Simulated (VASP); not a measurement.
A run of VASP 6.6.1 is set up as follows.

INCAR

```
SYSTEM = BN
ALGO = Normal
EDIFF = 1E-6
ENCUT = 520
GGA = PS
ISIF = 2
ISMEAR = 0
LASPH = .TRUE.
LCHARG = .FALSE.
LREAL = .FALSE.
LWAVE = .FALSE.
NBANDS = 16
NELM = 60
PREC = Accurate
SIGMA = 0.05
```

File KPOINTS:

```
k-points
0
G
  12 12 4
  0 0 0
```

File POSCAR:

```
BN
1.0
    2.3421149902      0.0000000000      0.0000000000
   -1.1710574951      2.0283310801      0.0000000000
    0.0000000000      0.0000000000      7.0736556934
B N
2 2
Direct
    0.3333333333      0.6666666667      0.2500000000
    0.6666666667      0.3333333333      0.7500000000
    0.3333333333      0.6666666667      0.7500000000
    0.6666666667      0.3333333333      0.2500000000
```

Potentials or basis: VASP PAW PBE potentials, release 64 (B, N).

Command:

```bash
$ cat potpaw_PBE.64/B/POTCAR potpaw_PBE.64/N/POTCAR > POTCAR
$ mpirun -np 1 vasp_std > vasp.out
```

What does it give for the band gap on the k mesh?

4.51 eV, indirect (least direct gap 5.09 eV).

What does it give for the pressure?

60.8 GPa.

Stress tensor (GPa, compression positive):
```
91.33  0.00  0.00
 0.00 91.33  0.00
 0.00  0.00 -0.14
```

Caveat: the PAW data sets were made with another functional, which shifts forces and pressure a little; this functional lacks dispersion, which binds the layers, so the pressure and a relaxed spacing across them are unreliable. A k mesh can miss the band edges.
